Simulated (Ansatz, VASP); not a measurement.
TaN in VASP and in Ansatz

```
CELL_PARAMETERS angstrom
0.00000 2.20881 2.20881
2.20881 0.00000 2.20881
2.20881 2.20881 0.00000
ATOMIC_POSITIONS crystal
Ta 0.50000 0.50000 0.50000
N 0.00000 0.00000 0.00000
```

Alike in both runs: functional PBE; k mesh 11 × 11 × 11; occupations fermi-dirac, width 0.02 eV; non-collinear spin, spin-orbit coupling.

Ansatz relaxed the structure, and its values are those at the end. VASP's run is a single point on that final structure, the one shown.

```csv
,VASP,Ansatz
version,VASP 6.6.1,Ansatz 0.2.0
potentials or method,"VASP PAW PBE potentials, release 64 (Ta_pv, N), cutoff 520 eV",all-electron LAPW
```

```tsv
	VASP	Ansatz	Ansatz less VASP
pressure (GPa)	1.3	0.0	-1.31
net moment per atom (μB)	0.00	0.00	0.000
```

Ansatz ran all-electron here, and VASP with PAW potentials.
